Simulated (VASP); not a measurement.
# MgO (rocksalt type) (Fm-3m) in VASP: further runs

Runs on MgO (rocksalt type). Level: LDA. Tasks: density of states.

Program: VASP 6.6.1. These are calculated values, not measurements. Logs are shortened: lines on timing, memory, paths and dates and some standing lists are left out, and cuts for length are marked.

**1. The cell of the first run**

The structure is cubic, space group Fm-3m (No. 225). Conventional cell: a = 4.074 Å, b = 4.074 Å, c = 4.074 Å, α = 90.00°, β = 90.00°, γ = 90.00°. Mg (site symmetry m-3m) has 6 O at 2.04 Å within 2.7 Å. O (site symmetry m-3m) has 6 Mg at 2.04 Å within 2.7 Å.

**2. Density of states, LDA (volume scaled by 0.94)**

Input file POSCAR:

```
MgO
1.0
    0.0000000000      2.0371690486      2.0371690486
    2.0371690486      0.0000000000      2.0371690486
    2.0371690486      2.0371690486      0.0000000000
Mg O
1 1
Direct
    0.0000000000      0.0000000000      0.0000000000
    0.5000000000      0.5000000000      0.5000000000
```

Input file INCAR.step1:

```
  PREC = Accurate
  ENCUT = 520
  EDIFF = 1E-6
  ISMEAR = -1
  SIGMA = 0.05
  LREAL = False
  LASPH = True
  NELM = 120
  ALGO = Normal
  ISIF = 2
  LWAVE = False
  LCHARG = True
  NBANDS = 11
  GGA_COMPAT = False
  NEDOS = 2001
  LORBIT = 11
```

Input file KPOINTS.step1:

```
regular mesh
0
Gamma
  15 15 15
```

Input file INCAR.step2:

```
  PREC = Accurate
  ENCUT = 520
  EDIFF = 1E-6
  ISMEAR = -5
  SIGMA = 0.05
  LREAL = False
  LASPH = True
  NELM = 120
  ALGO = Normal
  ISIF = 2
  LWAVE = False
  LCHARG = False
  LORBIT = 11
  NBANDS = 11
  NEDOS = 2001
  ICHARG = 11
  GGA_COMPAT = False
```

Input file KPOINTS.step2:

```
regular mesh
0
Gamma
  23 23 23
```

Potentials or basis: VASP PAW LDA potentials, release 64 (Mg, O).

Launch:

```sh
> cat potpaw_LDA.64/Mg/POTCAR potpaw_LDA.64/O/POTCAR > POTCAR
> cp INCAR.step1 INCAR
> cp KPOINTS.step1 KPOINTS
> mpirun -np 1 vasp_std > vasp.out
> cp INCAR.step2 INCAR
> cp KPOINTS.step2 KPOINTS
> mpirun -np 1 vasp_std > vasp.out
```

OUTCAR:

```text
PREC = Accurate
   ENCUT = 520
   EDIFF = 1E-6
   ISMEAR = -5
   LREAL = False
   LASPH = True
   NELM = 120
   ISIF = 2
   LORBIT = 11
   ICHARG = 11

 ion  position               nearest neighbor table
   1  0.000  0.000  0.000-   2 2.04   2 2.04   2 2.04   2 2.04   2 2.04   2 2.04
   2  0.500  0.500  0.500-   1 2.04   1 2.04   1 2.04   1 2.04   1 2.04   1 2.04

  LATTYP: Found a face centered cubic cell.
 ALAT       =     4.0743380972

  Lattice vectors:

 A1 = (   0.0000000000,   2.0371690486,   2.0371690486)
 A2 = (   2.0371690486,   0.0000000000,   2.0371690486)
 A3 = (   2.0371690486,   2.0371690486,   0.0000000000)

Analysis of symmetry for initial positions (statically):
=====================================================================
 Subroutine PRICEL returns:
 Original cell was already a primitive cell.

 Routine SETGRP: Setting up the symmetry group for a
 face centered cubic supercell.

 Subroutine GETGRP returns: Found 48 space group operations
 (whereof 48 operations were pure point group operations)
 out of a pool of 48 trial point group operations.

The static configuration has the point symmetry O_h .

Analysis of symmetry for dynamics (positions and initial velocities):
=====================================================================
 Subroutine PRICEL returns:
 Original cell was already a primitive cell.

 Routine SETGRP: Setting up the symmetry group for a
 face centered cubic supercell.

 Subroutine GETGRP returns: Found 48 space group operations
 (whereof 48 operations were pure point group operations)
 out of a pool of 48 trial point group operations.

The dynamic configuration has the point symmetry O_h .

 Subroutine INISYM returns: Found 48 space group operations
 (whereof 48 operations are pure point group operations),
 and found     1 'primitive' translations

----------------------------------------------------------------------------------------

                                     Primitive cell

  volume of cell :      16.9087

  direct lattice vectors                    reciprocal lattice vectors
     0.000000000  2.037169049  2.037169049    -0.245438640  0.245438640  0.245438640
     2.037169049  0.000000000  2.037169049     0.245438640 -0.245438640  0.245438640
     2.037169049  2.037169049  0.000000000     0.245438640  0.245438640 -0.245438640

  length of vectors
     2.880992097  2.880992097  2.880992097     0.425112194  0.425112194  0.425112194

  position of ions in fractional coordinates (direct lattice)
     0.000000000  0.000000000  0.000000000
     0.500000000  0.500000000  0.500000000

  ion indices of the primitive-cell ions
   primitive index   ion index
                 1           1
                 2           2

----------------------------------------------------------------------------------------

 KPOINTS: regular mesh

Automatic generation of k-mesh.
 Grid dimensions read from file:
 generate k-points for:   23   23   23

 Generating k-lattice:

  Cartesian coordinates                     Fractional coordinates (reciprocal lattice)
    -0.010671245  0.010671245  0.010671245     0.043478261  0.000000000  0.000000000
     0.010671245 -0.010671245  0.010671245     0.000000000  0.043478261  0.000000000
     0.010671245  0.010671245 -0.010671245     0.000000000  0.000000000  0.043478261

  Length of vectors
     0.018483139  0.018483139  0.018483139

  Shift w.r.t. Gamma in fractional coordinates (k-lattice)
     0.000000000  0.000000000  0.000000000

 TETIRR: Found   1662 inequivalent tetrahedra from    73002

 Subroutine IBZKPT returns following result:
 ===========================================

 Found    364 irreducible k-points:

 Following reciprocal coordinates:
            Coordinates               Weight
  0.000000  0.000000  0.000000      1.000000
  0.043478  0.000000  0.000000      8.000000
  0.086957  0.000000  0.000000      8.000000
  0.130435  0.000000  0.000000      8.000000
  0.173913  0.000000  0.000000      8.000000
  0.217391  0.000000  0.000000      8.000000
[... 16 lines left out ...]
  0.478261  0.043478  0.000000     24.000000
 -0.478261  0.043478  0.000000     24.000000
 [... further k-points ...]
   k-points           NKPTS =    364   k-points in BZ     NKDIM =    364   number of bands    NBANDS=     11
   number of dos      NEDOS =   2001   number of ions     NIONS =      2
   total plane-waves  NPLWV =  13824
   dimension x,y,z NGX =    24 NGY =   24 NGZ =   24
   dimension x,y,z NGXF=    48 NGYF=   48 NGZF=   48
   ions per type =               1   1
   NGX,Y,Z   is equivalent  to a cutoff of  13.85, 13.85, 13.85 a.u.
   NGXF,Y,Z  is equivalent  to a cutoff of  27.70, 27.70, 27.70 a.u.
 SYSTEM =  unknown system
   PREC   = accura    normal or accurate (medium, high low for compatibility)
   ISTART =      0    job   : 0-new  1-cont  2-samecut
   ICHARG =     11    charge: 1-file 2-atom 10-const
   ISPIN  =      1    spin polarized calculation?
   LNONCOLLINEAR =      F non collinear calculations
   LSORBIT =      F    spin-orbit coupling
   LASPH  =      T    aspherical Exc in radial PAW
   ENCUT  =  520.0 eV  38.22 Ry    6.18 a.u.   5.36  5.36  5.36*2*pi/ulx,y,z
   NELM   =    120;   NELMIN=  2; NELMDL=  0     # of ELM steps
   EDIFF  = 0.1E-05   stopping-criterion for ELM
   LREAL  =      F    real-space projection
   EDIFFG = 0.1E-04   stopping-criterion for IOM
   NSW    =      0    number of steps for IOM
   IBRION =     -1    ionic relax: 0-MD 1-quasi-New 2-CG
   NFREE  =      0    steps in history (QN), initial steepest desc. (CG)
   ISIF   =      2    stress and relaxation
   ISYM   =      2    0-nonsym 1-usesym 2-fastsym
   POTIM  = 0.5000    time-step for ionic-motion
   TEBEG  =    0.0;   TEEND  =   0.0 temperature during run
   PSTRESS=    0.0 pullay stress
   NELECT =       8.0000    total number of electrons
   NUPDOWN=      -1.0000    fix difference up-down
   EMIN   =  10.00;   EMAX   =-10.00  energy-range for DOS
   EFERMI =   0.00;   METHOD = LEGACY
   ISMEAR =    -5;   SIGMA  =   0.05  broadening in eV -4-tet -1-fermi 0-gaus
   EFERMI_NEDOS =   21; number of points for ismear=-14 and -15
   IALGO  =     38    algorithm
   IMIX   =      4    mixing-type and parameters
     AMIX     =   0.40;   BMIX     =  1.00
     AMIX_MAG =   1.60;   BMIX_MAG =  1.00
  volume/ion in A,a.u.               =       8.45        57.05
  Fermi-wavevector in a.u.,A,eV,Ry     =   1.275658  2.410645 22.140823  1.627305
  Thomas-Fermi vector in A             =   2.408358
   LORBIT       =     11    0 simple, 1 ext, 2 COOP (PROOUT), +10 PAW based schemes
   GGA     = CA    functional components
   LHFCALC =     F    Hartree Fock is set to
   AEXX    =    0.0000 exact exchange contribution
   IVDW    =     0    specifies the selected vdW correction
   LEPSILON=     F    determine dielectric tensor
   LRPA    =     F    only Hartree local field effects (RPA)
 non-spin polarized calculation
 Fermi weights with tetrahedron method with Bloechl corrections
  energy-cutoff  :      520.00
  volume of cell :       16.91
 maximum number of plane-waves:       469
 NGX is ok and might be reduce to    24

 number of electron       7.9999997 magnetization

 Free energy of the ion-electron system (eV)
  ---------------------------------------------------
  ext. energy  EPLUGINS =         0.00000000
  ---------------------------------------------------
  free energy    TOTEN  =       -13.41600748 eV

  energy without entropy =      -13.41600748  energy(sigma->0) =      -13.41600748

 E-fermi :   3.6903     XC(G=0): -12.0816

 val. band max:        3.6808118092   @ k =   0.0000   0.0000   0.0000
 cond. band min:       9.3737754325   @ k =   0.0000   0.0000   0.0000
 fundamental gap:      5.6929636233
 Fermi energy:         3.6903450634

 k-point     1 :       0.0000    0.0000    0.0000
  band No.  band energies     occupation
      1     -13.8758      2.00000
      2       3.6808      2.00000
      3       3.6808      2.00000
      4       3.6808      2.00000
      5       9.3738      0.00000
      6      19.7443      0.00000
      7      19.7443      0.00000
      8      19.7443      0.00000
      9      24.0386      0.00000
     10      25.8109      0.00000
     11      25.8109      0.00000

 k-point     2 :       0.0435    0.0000    0.0000
  band No.  band energies     occupation
      1     -13.8510      2.00000
      2       3.5392      2.00000
      3       3.6647      2.00000
      4       3.6647      2.00000
      5       9.5030      0.00000
      6      19.4191      0.00000
      7      19.7995      0.00000
      8      19.7995      0.00000
      9      24.4834      0.00000
     10      25.6617      0.00000
     11      25.6618      0.00000

 k-point     3 :       0.0870    0.0000    0.0000
  band No.  band energies     occupation
      1     -13.7773      2.00000
      2       3.1528      2.00000
      3       3.6179      2.00000
      4       3.6179      2.00000
      5       9.8501      0.00000
      6      18.7186      0.00000
      7      19.9582      0.00000
      8      19.9582      0.00000
      9      25.3144      0.00000
     10      25.3144      0.00000
     11      25.5046      0.00000
[... 267 lines left out ...]
 k-point    23 :       0.4783    0.0435    0.0000
  band No.  band energies     occupation
      1     -12.2632      2.00000
      2      -1.3963      2.00000
      3       2.8291      2.00000
      4       2.8785      2.00000
      5      12.1589      0.00000
      6      17.1567      0.00000
      7      20.4898      0.00000
      8      20.7876      0.00000
      9      26.1145      0.00000
     10      26.6779      0.00000
     11      27.1532      0.00000

 k-point    24 :      -0.4783    0.0435    0.0000
  band No.  band energies     occupation
      1     -12.2381      2.00000
      2      -1.4504      2.00000
      3       2.8084      2.00000
      4       2.8805      2.00000
      5      12.1558      0.00000
      6      17.1982      0.00000
      7      20.4754      0.00000
      8      20.7750      0.00000
      9      26.0906      0.00000
     10      26.9598      0.00000
     11      27.0725      0.00000

 [... further k-points ...]
[... 5 lines left out ...]
  --------------------------------------------------------------------------------------
  -------------------------------------------------------------------------------------
  Total        1.1002060      1.1002060      1.1002060     -0.0000000     -0.0000000      0.0000000
  in kB      104.2493565    104.2493565    104.2493565     -0.0000000     -0.0000000      0.0000000
  external PRESSURE =     104.2493565 kB  Pullay stress =       0.0000000 kB

 VOLUME and BASIS-vectors are now :
 -----------------------------------------------------------------------------
  energy-cutoff  :      520.00
  volume of cell :       16.91
      direct lattice vectors                 reciprocal lattice vectors
     0.000000000  2.037169049  2.037169049    -0.245438640  0.245438640  0.245438640
     2.037169049  0.000000000  2.037169049     0.245438640 -0.245438640  0.245438640
     2.037169049  2.037169049  0.000000000     0.245438640  0.245438640 -0.245438640

 POSITION                                       TOTAL-FORCE (eV/Angst)
 -----------------------------------------------------------------------------------
      0.00000      0.00000      0.00000        -0.000000      0.000000     -0.000000
      2.03717      2.03717      2.03717         0.000000     -0.000000      0.000000
 -----------------------------------------------------------------------------------
    total drift:                               -0.000000     -0.000000      0.000000

  FREE ENERGIE OF THE ION-ELECTRON SYSTEM (eV)
  ---------------------------------------------------
  free  energy   TOTEN  =       -13.4160074815 eV

  energy  without entropy=      -13.4160074815  energy(sigma->0) =      -13.41600748

 total charge

# of ion       s       p       d       tot
------------------------------------------
    1        0.170   0.224   0.102   0.496
    2        1.532   3.597   0.000   5.130
--------------------------------------------------
tot          1.702   3.821   0.102   5.625
```

Wall time 33 s (1 thread of Intel Xeon 6975P-C, shared host); peak memory 0.19 GiB.

What came out:

```yaml
Valence_electrons_inside_the_program's_atomic_spheres: Mg 0.50; O 5.13
```

[end of part 1 of 2]
